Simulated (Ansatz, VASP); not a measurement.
## Two plane-wave programs on Co

```
CELL_PARAMETERS angstrom
2.37961 0.00000 0.00000
-1.18980 2.06080 0.00000
0.00000 0.00000 4.22982
ATOMIC_POSITIONS crystal
Co 0.33333 0.66667 0.25000
Co 0.66667 0.33333 0.75000
```

Alike in both runs: task single point; functional PBEsol; k mesh 30 × 30 × 16; occupations gaussian, width 0.15 eV; collinear spin.

|  | VASP | Ansatz |
| --- | --- | --- |
| version | VASP 6.6.1 | Ansatz 0.2.0 |
| potentials or method | VASP PAW PBE potentials, release 64 (Co), cutoff 520 eV | scalar-relativistic, plane waves, PAW |
| valence electrons in the cell | 18 | 34 |

|  | VASP | Ansatz | Ansatz less VASP |
| --- | --- | --- | --- |
| gap on the k mesh at the Fermi level (eV) | none | none | - |
| pressure (GPa) | 2.0 | 3.0 | +0.99 |
| traceless stress, the component that is largest in VASP (GPa) | -20.87 | -21.41 | -0.538 |
| net moment per atom (μB) | 1.59 | 1.60 | +0.006 |
| size of the moment on the site where the two differ most (μB) | 1.60 | 1.66 | +0.062 |

VASP's potentials were made for PBE, not for PBEsol. Site moments also hang on the region over which each program counts them. A gap of «none» marks a metal or a gap that the smearing closes. VASP's potentials hold 18 valence electrons a cell and Ansatz's 34, so a difference there can come from the potentials and not from the codes.
